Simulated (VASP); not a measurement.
A run of VASP 6.6.1 is set up as follows.

File INCAR:

```
SYSTEM = Ga
  PREC = Accurate
  ENCUT = 520
  EDIFF = 1E-6
  ISMEAR = 0
  SIGMA = 0.1
  LREAL = .False.
  LASPH = .True.
  NELM = 60
  ALGO = Normal
  ISIF = 2
  LWAVE = .False.
  LCHARG = .False.
  GGA = PS
  NBANDS = 12
```

File KPOINTS:

```
Automatic mesh
0
Gamma
  10 10 10
  0 0 0
```

Contents of POSCAR:

```
Ga
1.0
    0.0000000000      2.0690137459      2.0690137459
    2.0690137459      0.0000000000      2.0690137459
    2.0690137459      2.0690137459      0.0000000000
Ga
1
Direct
    0.0000000000      0.0000000000      0.0000000000
```

Potentials or basis: VASP PAW PBE potentials, release 64 (Ga_d).

Run with:

```console
$ cat potpaw_PBE.64/Ga_d/POTCAR > POTCAR
$ mpirun -np 1 vasp_std > vasp.out
```

(1) Estimate the pressure.

## Answers

(1) 0.5 GPa.

Caveat: the PAW data sets were made with another functional, which shifts forces and pressure a little.
